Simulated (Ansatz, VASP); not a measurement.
## CdTe: VASP beside Ansatz

Contents of POSCAR:

```
CdTe
1.0
    0.0000000000      3.2799012461      3.2799012461
    3.2799012461      0.0000000000      3.2799012461
    3.2799012461      3.2799012461      0.0000000000
Cd Te
1 1
Direct
    0.0000000000      0.0000000000      0.0000000000
    0.2500000000      0.2500000000      0.2500000000
```

The input INCAR.step1:

```
ALGO = Normal
EDIFF = 1E-5
ENCUT = 520
GGA = PE
ISIF = 2
ISMEAR = 0
LASPH = True
LCHARG = False
LREAL = False
LWAVE = True
NBANDS = 16
NELM = 60
PREC = Accurate
SIGMA = 0.01
```

File INCAR.step2:

```
ALGO = Normal
EDIFF = 1E-7
ENCUT = 520
GGA = PE
HFSCREEN = 0.2079
ISIF = 2
ISMEAR = 0
ISTART = 1
LASPH = True
LCHARG = False
LHFCALC = True
LREAL = False
LWAVE = False
NBANDS = 16
NELM = 60
PREC = Accurate
PRECFOCK = Normal
SIGMA = 0.01
```

File KPOINTS:

```
k-points
0
Gamma
  4 4 4
```

Input for Ansatz:

```yaml
crystal:
  lattice:
    - [0.0, 3.2799012461, 3.2799012461]
    - [3.2799012461, 0.0, 3.2799012461]
    - [3.2799012461, 3.2799012461, 0.0]
  atoms:
    - { symbol: Cd, position: [0.0, 0.0, 0.0] }
    - { symbol: Te, position: [0.25, 0.25, 0.25] }
kpoints:
  mp_grid: { grid: [4, 4, 4] }
  band_path:
    path:
      - [0.0, 0.0, 0.0]
      - [-0.5, -0.5, 0.0]
      - [-0.375, -0.375, 0.25]
      - [-0.375, 0.0, 0.375]
      - [0.0, 0.0, 0.5]
      - [-0.5, -0.25, 0.25]
    npoints: 1
hamiltonian:
  xc: hse06
scf:
  occupations: { method: fixed }
  n_extra_bands: 4
output:
  forces: true
  stress: true
  eigenvalues: true
```

Alike in both runs: task single point; functional HSE06; k mesh 4 × 4 × 4; no spin polarisation.

|  | VASP | Ansatz |
| --- | --- | --- |
| version | VASP 6.6.1 | Ansatz 0.2.0 |
| potentials or method | VASP PAW PBE potentials, release 64 (Cd, Te) | plane waves, PAW |
| plane-wave cutoff (eV) | 520 | 420 |
| occupations | gaussian, width 0.01 eV | fixed |
| valence electrons in the cell | 18 | 36 |

VASP gave:

* gap on the k mesh at the Fermi level (eV): 1.44
* pressure (GPa): 0.2

Question: Estimate Ansatz's values.

Answer: gap on the k mesh at the Fermi level (eV): 1.53; pressure (GPa): 0.2.

VASP's potentials hold 18 valence electrons a cell and Ansatz's 36, so a difference there can come from the potentials and not from the codes. Ansatz's warnings: stress exchange threshold loose, stress scf threshold loose.

Spin-orbit coupling is off throughout.
